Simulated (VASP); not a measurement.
# HfH2 (I4/mmm) in VASP: further runs

Runs on HfH2. Level: PBEsol. Tasks: relaxation of shape and atoms at fixed volume.

All numbers are computed with VASP 6.6.1; they aren't measurements. Logs are shortened: lines on timing, memory, paths and dates and some standing lists are left out, and cuts for length are marked.

### 1 The cell of the first run

Symmetry: I4/mmm, No. 139, tetragonal system. The conventional cell has a = 3.499 Å, b = 3.499 Å, c = 4.280 Å, α = 90.00°, β = 90.00°, γ = 90.00°. Within 2.7 Å of Hf (site symmetry 4/mmm) lie 8 H at 2.05 Å. Within 2.7 Å of H (site symmetry -4m2) lie 4 Hf at 2.05 Å and 6 H at 2.14 to 2.47 Å.

### 2 Relaxation of shape and atoms at fixed volume, PBEsol (volume scaled by 1.03)

File INCAR:

```
PREC     = Accurate       # precision mode
ENCUT    = 600            # plane-wave cutoff, eV
EDIFF    = 1E-6           # SCF threshold, eV
ISMEAR   = 0              # smearing method
SIGMA    = 0.1            # smearing width, eV
LREAL    = False          # projectors in reciprocal space
LASPH    = True           # aspherical terms in the spheres
NELM     = 100            # most SCF steps
ALGO     = Normal         # electronic algorithm
ISIF     = 4              # what is computed and relaxed
LWAVE    = False          # write WAVECAR
LCHARG   = False          # write CHGCAR
GGA      = PS             # functional
IBRION   = 2              # ionic algorithm
NSW      = 50             # ionic steps
EDIFFG   = -0.01          # ionic threshold
```

File KPOINTS:

```
Automatic mesh
0
Gamma
  16 16 16
```

File POSCAR:

```
HfH2
1.0
   -1.7492855222      1.7492855222      2.1398157536
    1.7492855222     -1.7492855222      2.1398157536
    1.7492855222      1.7492855222     -2.1398157536
Hf H
1 2
Direct
    0.0000000000      0.0000000000      0.0000000000
    0.7500000000      0.2500000000      0.5000000000
    0.2500000000      0.7500000000      0.5000000000
```

Potentials or basis: VASP PAW PBE potentials, release 64 (Hf_pv, H).

On the command line:

```
$ cat potpaw_PBE.64/Hf_pv/POTCAR potpaw_PBE.64/H/POTCAR > POTCAR
$ mpirun -np 1 vasp_std > vasp.out
```

OUTCAR:

```text
PREC = Accurate
   ENCUT = 600
   EDIFF = 1E-6
   ISMEAR = 0
   LREAL = False
   LASPH = True
   NELM = 100
   ISIF = 4
   GGA = PS
   IBRION = 2
   NSW = 50
   EDIFFG = -0.01

 ion  position               nearest neighbor table
   1  0.000  0.000  0.000-   2 2.05   3 2.05   2 2.05   3 2.05   2 2.05   3 2.05   2 2.05   3 2.05

   2  0.750  0.250  0.500-   1 2.05   1 2.05   1 2.05   1 2.05
   3  0.250  0.750  0.500-   1 2.05   1 2.05   1 2.05   1 2.05

  LATTYP: Found a body centered tetragonal cell.
 ALAT       =     3.4985710444
 C/A-ratio  =     1.2232512797

  Lattice vectors:

 A1 = (  -1.7492855222,   1.7492855222,   2.1398157536)
 A2 = (   1.7492855222,  -1.7492855222,   2.1398157536)
 A3 = (   1.7492855222,   1.7492855222,  -2.1398157536)

Analysis of symmetry for initial positions (statically):
=====================================================================
 Subroutine PRICEL returns:
 Original cell was already a primitive cell.

 Routine SETGRP: Setting up the symmetry group for a
 body centered tetragonal supercell.

 Subroutine GETGRP returns: Found 16 space group operations
 (whereof 16 operations were pure point group operations)
 out of a pool of 16 trial point group operations.

The static configuration has the point symmetry D_4h.

Analysis of symmetry for dynamics (positions and initial velocities):
=====================================================================
 Subroutine PRICEL returns:
 Original cell was already a primitive cell.

 Routine SETGRP: Setting up the symmetry group for a
 body centered tetragonal supercell.

 Subroutine GETGRP returns: Found 16 space group operations
 (whereof 16 operations were pure point group operations)
 out of a pool of 16 trial point group operations.

The dynamic configuration has the point symmetry D_4h.

 Subroutine INISYM returns: Found 16 space group operations
 (whereof 16 operations are pure point group operations),
 and found     1 'primitive' translations

----------------------------------------------------------------------------------------

                                     Primitive cell

  volume of cell :      26.1913

  direct lattice vectors                    reciprocal lattice vectors
    -1.749285522  1.749285522  2.139815754     0.000000000  0.285830983  0.233664978
     1.749285522 -1.749285522  2.139815754     0.285830983  0.000000000  0.233664978
     1.749285522  1.749285522 -2.139815754     0.285830983  0.285830983  0.000000000
[... 100 lines left out ...]
   EFERMI =   0.00;   METHOD = LEGACY
   ISMEAR =     0;   SIGMA  =   0.10  broadening in eV -4-tet -1-fermi 0-gaus
   EFERMI_NEDOS =   21; number of points for ismear=-14 and -15
   IALGO  =     38    algorithm
   IMIX   =      4    mixing-type and parameters
     AMIX     =   0.40;   BMIX     =  1.00
     AMIX_MAG =   1.60;   BMIX_MAG =  1.00
  volume/ion in A,a.u.               =       8.73        58.92
  Fermi-wavevector in a.u.,A,eV,Ry     =   1.262068  2.384962 21.671562  1.592815
  Thomas-Fermi vector in A             =   2.395495
   LORBIT       =      0    0 simple, 1 ext, 2 COOP (PROOUT), +10 PAW based schemes
   GGA     = PS    functional components
   LHFCALC =     F    Hartree Fock is set to
   AEXX    =    0.0000 exact exchange contribution
   IVDW    =     0    specifies the selected vdW correction
   LEPSILON=     F    determine dielectric tensor
   LRPA    =     F    only Hartree local field effects (RPA)
 conjugate gradient relaxation of ions
 non-spin polarized calculation
 Gauss-broadening in eV      SIGMA  =   0.10
  energy-cutoff  :      600.00
  volume of cell :       26.19
 maximum number of plane-waves:       892
 NGX is ok and might be reduce to    28
   NGX = 13   NGY = 13   NGZ = 13

--------------------------------------- Ionic step        1  -------------------------------------------

 number of electron      12.0000000 magnetization

 Free energy of the ion-electron system (eV)
  ---------------------------------------------------
  ext. energy  EPLUGINS =         0.00000000
  ---------------------------------------------------
  free energy    TOTEN  =       -18.77894995 eV

  energy without entropy =      -18.77635191  energy(sigma->0) =      -18.77765093

------------------------ aborting loop because EDIFF is reached ----------------------------------------

  FORCE on cell =-STRESS in cart. coord.  units (eV):
  Direction    XX          YY          ZZ          XY          YZ          ZX
  --------------------------------------------------------------------------------------
  -------------------------------------------------------------------------------------
  Total       -0.8387600     -0.8387600     -0.7407419      0.0000000     -0.0000000     -0.0000000
  in kB      -51.3086416    -51.3086416    -45.3126793      0.0000000     -0.0000000     -0.0000000
  external PRESSURE =     -49.3099875 kB  Pullay stress =       0.0000000 kB
[... 61 lines left out ...]
--------------------------------------- Ionic step        3  -------------------------------------------

 number of electron      12.0000000 magnetization

 Free energy of the ion-electron system (eV)
  ---------------------------------------------------
  ext. energy  EPLUGINS =         0.00000000
  ---------------------------------------------------
  free energy    TOTEN  =       -18.77921027 eV

  energy without entropy =      -18.77669694  energy(sigma->0) =      -18.77795361

 E-fermi :   5.2819     XC(G=0): -11.5639

 val. band max:        5.2561732435   @ k =  -0.2500  -0.3125   0.2500
 cond. band min:       5.2918324527   @ k =  -0.1875  -0.1875   0.1250
 fundamental gap:      0.0356592092
 Fermi energy:         5.2818936035

 k-point     1 :       0.0000    0.0000    0.0000
  band No.  band energies     occupation
      1     -25.6321      2.00000
      2     -25.6321      2.00000
      3     -25.5715      2.00000
      4      -6.0292      2.00000
      5       4.0864      2.00000
      6       4.7898      2.00000
      7       4.7898      2.00000
      8       5.6892      0.00000
      9       7.0069      0.00000
     10       8.4789      0.00000
[... 287 lines left out ...]
 k-point    24 :      -0.0625    0.0625    0.0000
  band No.  band energies     occupation
      1     -25.6559      2.00000
      2     -25.6357      2.00000
      3     -25.5798      2.00000
      4      -5.8943      2.00000
      5       3.0871      2.00000
      6       4.9064      2.00000
      7       5.7485      0.00000
      8       5.9378      0.00000
      9       6.8730      0.00000
     10       8.3637      0.00000

 [... further k-points ...]
[... 5 lines left out ...]
  --------------------------------------------------------------------------------------
  -------------------------------------------------------------------------------------
  Total       -0.8088025     -0.8088025     -0.7822507      0.0000000      0.0000000     -0.0000000
  in kB      -49.4760791    -49.4760791    -47.8518523      0.0000000      0.0000000     -0.0000000
  external PRESSURE =     -48.9346702 kB  Pullay stress =       0.0000000 kB
[... 18 lines left out ...]
  FREE ENERGIE OF THE ION-ELECTRON SYSTEM (eV)
  ---------------------------------------------------
  free  energy   TOTEN  =       -18.7792102728 eV

  energy  without entropy=      -18.7766969423  energy(sigma->0) =      -18.77795361

 reached required accuracy - stopping structural energy minimisation
```

Wall time 5 min (1 thread of Oxide Virtual Turin-like, shared host); peak memory 0.24 GiB.

Results:

```
Free energy               : -18.7792 eV
Energy gained by relaxing : 0.1 meV/atom
Ionic steps               : 3
Pressure after relaxing   : -4.9 GPa
Band gap on the k mesh    : zero (band 6 reaches 5.96 eV, above the bottom of band 7 at 4.79 eV)
```

The path:
```csv
step,energy change (eV),largest force (eV/Å),pressure (GPa),volume (Å³)
1,0.0000,0.0000,-4.93,26.19
2,-0.0001,0.0000,-4.95,26.19
3,-0.0003,0.0000,-4.89,26.19
```

Final structure:
```
Hf H
1.0
    -1.74562    1.74562    2.14882
     1.74562   -1.74562    2.14882
     1.74562    1.74562   -2.14882
Hf H
1 2
Direct
  0.00000 0.00000 0.00000
  0.75000 0.25000 0.50000
  0.25000 0.75000 0.50000
```

Levels at points of the mesh, in eV from the Fermi level:
| k point | band 2 | band 3 | band 4 | band 5 | band 6 | band 7 | band 8 | band 9 | band 10 |
| --- | --- | --- | --- | --- | --- | --- | --- | --- | --- |
| (0.00, 0.00, 0.00) | -30.91 | -30.85 | -11.31 | -1.20 | -0.49 | -0.49 | 0.41 | 1.73 | 3.20 |
| (0.50, 0.00, 0.00) | -31.04 | -30.90 | -8.40 | -5.18 | -0.92 | 0.68 | 3.70 | 4.55 | 4.92 |
| (0.50, 0.50, 0.00) | -31.07 | -31.01 | -6.54 | -5.81 | -4.19 | 3.84 | 4.04 | 5.35 | 6.38 |
| (0.50, 0.50, 0.50) | -31.19 | -31.19 | -7.79 | -4.17 | -3.82 | 4.60 | 4.70 | 4.70 | 5.45 |

Caveat: the cell differs from its parent crystal (volume scaled by 1.03); the PAW data sets were made with another functional, which shifts forces and pressure a little; spin-orbit coupling is left out, which moves the levels of the heavy elements.

### 3 Relaxation of shape and atoms at fixed volume, PBEsol (volume scaled by 1.06)

File INCAR:

```
SYSTEM = HfH2
PREC = Accurate
ENCUT = 600
EDIFF = 1E-7
ISMEAR = 0
SIGMA = 0.1
LREAL = .FALSE.
LASPH = .TRUE.
NELM = 80
ALGO = Normal
ISIF = 4
LWAVE = .FALSE.
LCHARG = .FALSE.
GGA = PS
IBRION = 2
NSW = 50
EDIFFG = -0.01
```

File KPOINTS:

```
Automatic mesh
0
G
  16 16 16
  0 0 0
```

File POSCAR:

```
HfH2
1.0
   -1.7613551090      1.7613551090      2.1720638004
    1.7613551090     -1.7613551090      2.1720638004
    1.7613551090      1.7613551090     -2.1720638004
Hf H
1 2
Direct
    0.0000000000      0.0000000000      0.0000000000
    0.7500000000      0.2500000000      0.5000000000
    0.2500000000      0.7500000000      0.5000000000
```

Potentials or basis: VASP PAW PBE potentials, release 64 (Hf_pv, H).

On the command line:

```
$ cat potpaw_PBE.64/Hf_pv/POTCAR potpaw_PBE.64/H/POTCAR > POTCAR
$ mpirun -np 1 vasp_std > vasp.out
```

OUTCAR:

```text
SYSTEM = HfH2
   PREC = Accurate
   ENCUT = 600
   EDIFF = 1E-7
   ISMEAR = 0
   LREAL = .FALSE.
   LASPH = .TRUE.
   NELM = 80
   ISIF = 4
   GGA = PS
   IBRION = 2
   NSW = 50
   EDIFFG = -0.01

 ion  position               nearest neighbor table
   1  0.000  0.000  0.000-   2 2.07   3 2.07   2 2.07   3 2.07   2 2.07   3 2.07   2 2.07   3 2.07

   2  0.750  0.250  0.500-   1 2.07   1 2.07   1 2.07   1 2.07
   3  0.250  0.750  0.500-   1 2.07   1 2.07   1 2.07   1 2.07

  LATTYP: Found a body centered tetragonal cell.
 ALAT       =     3.5227102180
 C/A-ratio  =     1.2331776763

  Lattice vectors:

 A1 = (  -1.7613551090,   1.7613551090,   2.1720638004)
 A2 = (   1.7613551090,  -1.7613551090,   2.1720638004)
 A3 = (   1.7613551090,   1.7613551090,  -2.1720638004)

Analysis of symmetry for initial positions (statically):
=====================================================================
 Subroutine PRICEL returns:
 Original cell was already a primitive cell.

 Routine SETGRP: Setting up the symmetry group for a
 body centered tetragonal supercell.

 Subroutine GETGRP returns: Found 16 space group operations
 (whereof 16 operations were pure point group operations)
 out of a pool of 16 trial point group operations.

The static configuration has the point symmetry D_4h.

Analysis of symmetry for dynamics (positions and initial velocities):
=====================================================================
 Subroutine PRICEL returns:
 Original cell was already a primitive cell.

 Routine SETGRP: Setting up the symmetry group for a
 body centered tetragonal supercell.

 Subroutine GETGRP returns: Found 16 space group operations
 (whereof 16 operations were pure point group operations)
 out of a pool of 16 trial point group operations.

The dynamic configuration has the point symmetry D_4h.

 Subroutine INISYM returns: Found 16 space group operations
 (whereof 16 operations are pure point group operations),
[... 128 lines left out ...]
   LRPA    =     F    only Hartree local field effects (RPA)
 conjugate gradient relaxation of ions
 non-spin polarized calculation
 Gauss-broadening in eV      SIGMA  =   0.10
  energy-cutoff  :      600.00
  volume of cell :       26.95
 maximum number of plane-waves:       915
   NGX = 13   NGY = 13   NGZ = 13

--------------------------------------- Ionic step        1  -------------------------------------------

 number of electron      11.9999999 magnetization

 Free energy of the ion-electron system (eV)
  ---------------------------------------------------
  ext. energy  EPLUGINS =         0.00000000
  ---------------------------------------------------
  free energy    TOTEN  =       -18.74706451 eV

  energy without entropy =      -18.74455005  energy(sigma->0) =      -18.74580728

------------------------ aborting loop because EDIFF is reached ----------------------------------------

  FORCE on cell =-STRESS in cart. coord.  units (eV):
  Direction    XX          YY          ZZ          XY          YZ          ZX
  --------------------------------------------------------------------------------------
  -------------------------------------------------------------------------------------
  Total       -1.4778032     -1.4778032     -1.3940475      0.0000000      0.0000000      0.0000000
  in kB      -87.8417050    -87.8417050    -82.8632094      0.0000000      0.0000000      0.0000000
  external PRESSURE =     -86.1822065 kB  Pullay stress =       0.0000000 kB
[... 61 lines left out ...]
--------------------------------------- Ionic step        3  -------------------------------------------

 number of electron      11.9999999 magnetization

 Free energy of the ion-electron system (eV)
  ---------------------------------------------------
  ext. energy  EPLUGINS =         0.00000000
  ---------------------------------------------------
  free energy    TOTEN  =       -18.74724554 eV

  energy without entropy =      -18.74481530  energy(sigma->0) =      -18.74603042

 E-fermi :   5.0975     XC(G=0): -11.4336

 val. band max:        5.0614969046   @ k =  -0.1250  -0.1250   0.0625
 cond. band min:       5.1088766736   @ k =  -0.1875  -0.1875   0.1250
 fundamental gap:      0.0473797690
 Fermi energy:         5.0975008541

 k-point     1 :       0.0000    0.0000    0.0000
  band No.  band energies     occupation
      1     -25.9181      2.00000
      2     -25.9181      2.00000
      3     -25.8609      2.00000
      4      -6.0578      2.00000
      5       3.8705      2.00000
      6       4.6132      2.00000
      7       4.6132      2.00000
      8       5.4474      0.00000
      9       6.8065      0.00000
     10       8.1856      0.00000
[... 287 lines left out ...]
 k-point    24 :      -0.0625    0.0625    0.0000
  band No.  band energies     occupation
      1     -25.9394      2.00000
      2     -25.9215      2.00000
      3     -25.8685      2.00000
      4      -5.9272      2.00000
      5       2.9098      2.00000
      6       4.7246      2.00000
      7       5.5061      0.00000
      8       5.7189      0.00000
      9       6.6761      0.00000
     10       8.0815      0.00000

 [... further k-points ...]
[... 5 lines left out ...]
  --------------------------------------------------------------------------------------
  -------------------------------------------------------------------------------------
  Total       -1.4521005     -1.4521005     -1.4346824      0.0000000      0.0000000      0.0000000
  in kB      -86.3139175    -86.3139175    -85.2785728      0.0000000      0.0000000      0.0000000
  external PRESSURE =     -85.9688026 kB  Pullay stress =       0.0000000 kB
[... 18 lines left out ...]
  FREE ENERGIE OF THE ION-ELECTRON SYSTEM (eV)
  ---------------------------------------------------
  free  energy   TOTEN  =       -18.7472455366 eV

  energy  without entropy=      -18.7448152987  energy(sigma->0) =      -18.74603042

 reached required accuracy - stopping structural energy minimisation
```

OSZICAR:

```text
N       E                     dE             d eps       ncg     rms          rms(c)
DAV:   1     0.122441304784E+02    0.12244E+02   -0.73360E+03  7012   0.124E+03
DAV:   2    -0.190207195775E+02   -0.31265E+02   -0.30242E+02  8810   0.188E+02
[... 17 lines left out ...]
   2 F= -.18747132E+02 E0= -.18745886E+02  d E =-.678047E-04
       N       E                     dE             d eps       ncg     rms          rms(c)
DAV:   1    -0.187475123515E+02   -0.38004E-03   -0.30295E-02  6980   0.160E+00    0.144E-01
DAV:   2    -0.187473291706E+02    0.18318E-03   -0.26723E-04  9192   0.160E-01    0.563E-02
DAV:   3    -0.187472479908E+02    0.81180E-04   -0.87502E-05  9836   0.864E-02    0.214E-02
DAV:   4    -0.187472454880E+02    0.25028E-05   -0.11123E-05  9916   0.313E-02    0.135E-02
DAV:   5    -0.187472455366E+02   -0.48597E-07   -0.32399E-07  6938   0.523E-03
   3 F= -.18747246E+02 E0= -.18746030E+02  d E =-.181027E-03
```

It took 3.8 min on 1 thread of Oxide Virtual Turin-like, shared host; peak memory 0.24 GiB.

What came out:

```
Free energy               : -18.7472 eV
Energy gained by relaxing : 0.1 meV/atom
Ionic steps               : 3
Pressure after relaxing   : -8.6 GPa
Band gap on the k mesh    : zero (band 6 reaches 5.75 eV, above the bottom of band 7 at 4.61 eV)
```

The path:
| step | energy change (eV) | largest force (eV/Å) | pressure (GPa) | volume (Å³) |
| --- | --- | --- | --- | --- |
| 1 | 0.0000 | 0.0000 | -8.62 | 26.95 |
| 2 | -0.0001 | 0.0000 | -8.64 | 26.95 |
| 3 | -0.0002 | 0.0000 | -8.60 | 26.95 |

Final structure:
```yaml
crystal:
  lattice:
    - [-1.75820, 1.75820, 2.17987]
    - [1.75820, -1.75820, 2.17987]
    - [1.75820, 1.75820, -2.17987]
  atoms:
    - { symbol: Hf, position: [0.00000, 0.00000, 0.00000] }
    - { symbol: H, position: [0.75000, 0.25000, 0.50000] }
    - { symbol: H, position: [0.25000, 0.75000, 0.50000] }
```

Levels at points of the mesh, in eV from the Fermi level:
| k point | band 4 | band 5 | band 6 | band 7 | band 8 | band 9 |
| --- | --- | --- | --- | --- | --- | --- |
| (0.00, 0.00, 0.00) | -11.16 | -1.23 | -0.48 | -0.48 | 0.35 | 1.71 |
| (0.50, 0.00, 0.00) | -8.27 | -5.20 | -0.86 | 0.60 | 3.60 | 4.50 |
| (0.50, 0.50, 0.00) | -6.45 | -5.79 | -4.08 | 3.73 | 3.93 | 5.12 |
| (0.50, 0.50, 0.50) | -7.60 | -4.27 | -3.72 | 4.42 | 4.53 | 4.53 |

Caveat: the cell differs from its parent crystal (volume scaled by 1.06); the PAW data sets were made with another functional, which shifts forces and pressure a little; spin-orbit coupling is left out, which moves the levels of the heavy elements.
